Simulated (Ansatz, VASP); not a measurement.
## BiTe: VASP beside Ansatz

```
Bi Te
1.0
     0.00000    3.22418    3.22418
     3.22418    0.00000    3.22418
     3.22418    3.22418    0.00000
Bi Te
1 1
Direct
  0.00000 0.00000 0.00000
  0.50000 0.50000 0.50000
```

Change from the starting cell: volume scaled by 0.99, PAW files.

Alike in both runs: task electric field gradients; functional LDA; k mesh 10 × 10 × 10; occupations fermi-dirac, width 0.08 eV; no spin polarisation.

```csv
,VASP,Ansatz
version,VASP 6.6.1,Ansatz 0.2.0
potentials or method,"VASP PAW LDA potentials, release 64 (Bi_d, Te)","PAW with Ansatz's default frozen-core files, scalar-relativistic"
plane-wave cutoff (eV),520,420
valence electrons in the cell,21,31
```

|  | VASP | Ansatz | Ansatz less VASP |
| --- | --- | --- | --- |
| pressure (GPa) | -2.3 | -2.3 | -0.07 |

LDA's correlation is that of Perdew and Zunger in VASP and of Perdew and Wang (1992) in Ansatz. VASP's potentials hold 21 valence electrons a cell and Ansatz's 31, so a difference there can come from the potentials and not from the codes.

Neither program's run includes spin-orbit coupling.
